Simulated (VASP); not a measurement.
# BePd in VASP: notebook

Runs on BePd. Level: LDA. Tasks: single point.

Program: VASP 6.6.1. These are calculated values, not measurements. Logs are shortened: lines on timing, memory, paths and dates and some standing lists are left out, and cuts for length are marked.

## 1. The cell of the first run

It takes space group Pm-3m (No. 221, cubic). Conventional cell: a = 2.868 Å, b = 2.868 Å, c = 2.868 Å, α = 90.00°, β = 90.00°, γ = 90.00°. Be (site symmetry m-3m) has 8 Pd at 2.48 Å and 6 Be at 2.87 Å within 3.3 Å. Pd (site symmetry m-3m) has 8 Be at 2.48 Å and 6 Pd at 2.87 Å within 3.3 Å.

## 2. Single point, LDA (volume scaled by 1.06)

File INCAR:

```
SYSTEM = BePd
PREC = Accurate ; ENCUT = 520
EDIFF = 1E-6 ; ISMEAR = -1
SIGMA = 0.08 ; LREAL = .FALSE.
LASPH = .TRUE. ; NELM = 80
ALGO = Normal ; ISIF = 2
LWAVE = .FALSE. ; LCHARG = .TRUE.
LELF = .TRUE. ; LVHAR = .TRUE.
NBANDS = 13
```

File KPOINTS:

```
Automatic mesh
0
G
  12 12 12
  0 0 0
```

File POSCAR:

```
BePd
1.0
    2.8681708695      0.0000000000      0.0000000000
    0.0000000000      2.8681708695      0.0000000000
    0.0000000000      0.0000000000      2.8681708695
Be Pd
1 1
Direct
    0.0000000000      0.0000000000      0.0000000000
    0.5000000000      0.5000000000      0.5000000000
```

Potentials or basis: VASP PAW LDA potentials, release 64 (Be, Pd).

Launch:

```bash
$ cat potpaw_LDA.64/Be/POTCAR potpaw_LDA.64/Pd/POTCAR > POTCAR
$ mpirun -np 1 vasp_std > vasp.out
```

OUTCAR:

```text
SYSTEM = BePd
   PREC = Accurate
   ENCUT = 520
   EDIFF = 1E-6
   ISMEAR = -1
   LREAL = .FALSE.
   LASPH = .TRUE.
   NELM = 80
   ISIF = 2

 ion  position               nearest neighbor table
   1  0.000  0.000  0.000-   2 2.48   2 2.48   2 2.48   2 2.48   2 2.48   2 2.48   2 2.48   2 2.48

   2  0.500  0.500  0.500-   1 2.48   1 2.48   1 2.48   1 2.48   1 2.48   1 2.48   1 2.48   1 2.48

  LATTYP: Found a simple cubic cell.
 ALAT       =     2.8681708695

  Lattice vectors:

 A1 = (   2.8681708695,   0.0000000000,   0.0000000000)
 A2 = (   0.0000000000,   2.8681708695,   0.0000000000)
 A3 = (   0.0000000000,   0.0000000000,   2.8681708695)

Analysis of symmetry for initial positions (statically):
=====================================================================
 Subroutine PRICEL returns:
 Original cell was already a primitive cell.

 Routine SETGRP: Setting up the symmetry group for a
 simple cubic supercell.

 Subroutine GETGRP returns: Found 48 space group operations
 (whereof 48 operations were pure point group operations)
 out of a pool of 48 trial point group operations.

The static configuration has the point symmetry O_h .

Analysis of symmetry for dynamics (positions and initial velocities):
=====================================================================
 Subroutine PRICEL returns:
 Original cell was already a primitive cell.

 Routine SETGRP: Setting up the symmetry group for a
 simple cubic supercell.

 Subroutine GETGRP returns: Found 48 space group operations
 (whereof 48 operations were pure point group operations)
 out of a pool of 48 trial point group operations.

The dynamic configuration has the point symmetry O_h .

 Subroutine INISYM returns: Found 48 space group operations
 (whereof 48 operations are pure point group operations),
 and found     1 'primitive' translations

----------------------------------------------------------------------------------------

                                     Primitive cell

  volume of cell :      23.5947

  direct lattice vectors                    reciprocal lattice vectors
     2.868170870  0.000000000  0.000000000     0.348654263  0.000000000  0.000000000
     0.000000000  2.868170870  0.000000000     0.000000000  0.348654263  0.000000000
     0.000000000  0.000000000  2.868170870     0.000000000  0.000000000  0.348654263

  length of vectors
     2.868170870  2.868170870  2.868170870     0.348654263  0.348654263  0.348654263

  position of ions in fractional coordinates (direct lattice)
     0.000000000  0.000000000  0.000000000
     0.500000000  0.500000000  0.500000000

  ion indices of the primitive-cell ions
   primitive index   ion index
                 1           1
                 2           2

[... 85 lines left out ...]
   EFERMI =   0.00;   METHOD = LEGACY
   ISMEAR =    -1;   SIGMA  =   0.08  broadening in eV -4-tet -1-fermi 0-gaus
   EFERMI_NEDOS =   21; number of points for ismear=-14 and -15
   IALGO  =     38    algorithm
   IMIX   =      4    mixing-type and parameters
     AMIX     =   0.40;   BMIX     =  1.00
     AMIX_MAG =   1.60;   BMIX_MAG =  1.00
  volume/ion in A,a.u.               =      11.80        79.61
  Fermi-wavevector in a.u.,A,eV,Ry     =   1.306763  2.469424 23.233717  1.707630
  Thomas-Fermi vector in A             =   2.437543
   LORBIT       =      0    0 simple, 1 ext, 2 COOP (PROOUT), +10 PAW based schemes
   GGA     = CA    functional components
   LHFCALC =     F    Hartree Fock is set to
   AEXX    =    0.0000 exact exchange contribution
   IVDW    =     0    specifies the selected vdW correction
   LEPSILON=     F    determine dielectric tensor
   LRPA    =     F    only Hartree local field effects (RPA)
 non-spin polarized calculation
  energy-cutoff  :      520.00
  volume of cell :       23.59
 maximum number of plane-waves:       655
 NGX is ok and might be reduce to    24
   NGX = 11   NGY = 11   NGZ = 11

 number of electron      11.9999996 magnetization

 Free energy of the ion-electron system (eV)
  ---------------------------------------------------
  ext. energy  EPLUGINS =         0.00000000
  ---------------------------------------------------
  free energy    TOTEN  =       -11.84004733 eV

  energy without entropy =      -11.82204009  energy(sigma->0) =      -11.83104371

 E-fermi :   8.8546     XC(G=0): -12.2840

 val. band max:        8.8064169451   @ k =   0.5000   0.4167   0.1667
 cond. band min:       8.8751688251   @ k =   0.5000   0.1667   0.1667
 fundamental gap:      0.0687518800
 Fermi energy:         8.8545674728

 k-point     1 :       0.0000    0.0000    0.0000
  band No.  band energies     occupation
      1      -0.3411      2.00000
      2       3.6669      2.00000
      3       3.6669      2.00000
      4       6.6523      2.00000
      5       6.6523      2.00000
      6       6.6523      2.00000
      7      14.0614      0.00000
      8      14.0614      0.00000
      9      14.0614      0.00000
     10      22.8182      0.00000
     11      22.8182      0.00000
     12      24.5936      0.00000
     13      31.9453      0.00000
[... 354 lines left out ...]
  band No.  band energies     occupation
      1       2.7647      2.00000
      2       3.8307      2.00000
      3       5.5359      2.00000
      4       5.6562      2.00000
      5       5.9488      2.00000
      6       6.3515      2.00000
      7       9.0548      0.15130
      8      14.4744      0.00000
      9      16.3748      0.00000
     10      17.6169      0.00000
     11      23.8767      0.00000
     12      25.2176      0.00000
     13      27.1504      0.00000

 [... further k-points ...]

------------------------ aborting loop because EDIFF is reached ----------------------------------------

  FORCE on cell =-STRESS in cart. coord.  units (eV):
  Direction    XX          YY          ZZ          XY          YZ          ZX
  --------------------------------------------------------------------------------------
  -------------------------------------------------------------------------------------
  Total       -2.3490848     -2.3490848     -2.3490848      0.0000000      0.0000000      0.0000000
  in kB     -159.5123124   -159.5123124   -159.5123124      0.0000000      0.0000000      0.0000000
  external PRESSURE =    -159.5123124 kB  Pullay stress =       0.0000000 kB

 VOLUME and BASIS-vectors are now :
 -----------------------------------------------------------------------------
  energy-cutoff  :      520.00
  volume of cell :       23.59
      direct lattice vectors                 reciprocal lattice vectors
     2.868170870  0.000000000  0.000000000     0.348654263  0.000000000  0.000000000
     0.000000000  2.868170870  0.000000000     0.000000000  0.348654263  0.000000000
     0.000000000  0.000000000  2.868170870     0.000000000  0.000000000  0.348654263

 POSITION                                       TOTAL-FORCE (eV/Angst)
 -----------------------------------------------------------------------------------
      0.00000      0.00000      0.00000         0.000000      0.000000      0.000000
      1.43409      1.43409      1.43409         0.000000      0.000000      0.000000
 -----------------------------------------------------------------------------------
    total drift:                                0.000000     -0.000000     -0.000000

  FREE ENERGIE OF THE ION-ELECTRON SYSTEM (eV)
  ---------------------------------------------------
  free  energy   TOTEN  =       -11.8400473277 eV

  energy  without entropy=      -11.8220400901  energy(sigma->0) =      -11.83104371
```

stdout:

```text
POSCAR found type information on POSCAR BePd
 POSCAR found :  2 types and       2 ions
 scaLAPACK will be used
 LDA part: xc-table for (Slater(with rela. corr.)+CA(PZ))
 , standard interpolation
 POSCAR, INCAR and KPOINTS ok, starting setup
 FFT: planning ... GRIDC
 FFT: planning ... GRID_SOFT
 FFT: planning ... GRID
 WAVECAR not read
 entering main loop
```

It took 12 s on 1 thread of Intel Xeon 6975P-C, shared host; peak memory 0.15 GiB.

What came out:

```
Free energy            : -11.8400 eV
Pressure               : -16.0 GPa
Band gap on the k mesh : zero (band 6 reaches 13.39 eV, above the bottom of band 7 at 7.60 eV)
```

## 3. Single point, LDA (equal xx and yy strain of -2 %)

File INCAR:

```
PREC = Accurate ; ENCUT = 520
EDIFF = 1E-6 ; ISMEAR = -1
SIGMA = 0.08 ; LREAL = F
LASPH = T ; NELM = 80
ALGO = Normal ; ISIF = 2
LWAVE = F ; LCHARG = F
NBANDS = 13
```

File KPOINTS:

```
regular mesh
0
Gamma
  12 12 12
```

File POSCAR:

```
BePd
1.0
    2.7567400000      0.0000000000      0.0000000000
    0.0000000000      2.7567400000      0.0000000000
    0.0000000000      0.0000000000      2.8130000000
Be Pd
1 1
Direct
    0.0000000000      0.0000000000      0.0000000000
    0.5000000000      0.5000000000      0.5000000000
```

Potentials or basis: VASP PAW LDA potentials, release 64 (Be, Pd).

Launch:

```bash
$ cat potpaw_LDA.64/Be/POTCAR potpaw_LDA.64/Pd/POTCAR > POTCAR
$ mpirun -np 1 vasp_std > vasp.out
```

Wall time 59 s (1 thread of AMD EPYC 7R43 (Zen 3), shared host); peak memory 0.13 GiB.

It converged, with:

- Free energy: -11.9581 eV
- Pressure: 0.2 GPa
- Band gap on the k mesh: zero (band 6 reaches 15.28 eV, above the bottom of band 7 at 8.97 eV)

Stress tensor (GPa, compression positive):
```
 0.59  0.00  0.00
 0.00  0.59  0.00
 0.00  0.00 -0.55
```

Levels at points of the mesh, in eV from the Fermi level:
```csv
k point,band 2,band 3,band 4,band 5,band 6,band 7,band 8,band 9,band 10,band 11
"(0.00, 0.00, 0.00)",-5.96,-5.89,-2.45,-2.45,-2.35,4.94,5.54,5.54,14.56,14.80
"(0.50, 0.00, 0.00)",-5.38,-4.70,-4.23,-4.03,-2.29,0.12,10.19,10.49,11.45,14.49
"(0.50, 0.50, 0.00)",-5.03,-3.61,-3.61,-1.92,-1.92,-1.24,5.89,6.57,8.51,15.68
"(0.00, 0.00, 0.50)",-5.49,-4.92,-4.00,-4.00,-2.22,-0.21,10.41,10.41,11.59,15.07
"(0.50, 0.00, 0.50)",-5.21,-3.50,-3.42,-2.10,-2.00,-1.35,5.60,6.37,8.91,16.08
"(0.50, 0.50, 0.50)",-6.72,-6.72,-1.29,-1.17,4.96,5.65,5.69,5.69,6.86,6.86
```

Caveat: the cell differs from its parent crystal (equal xx and yy strain of -2 %).
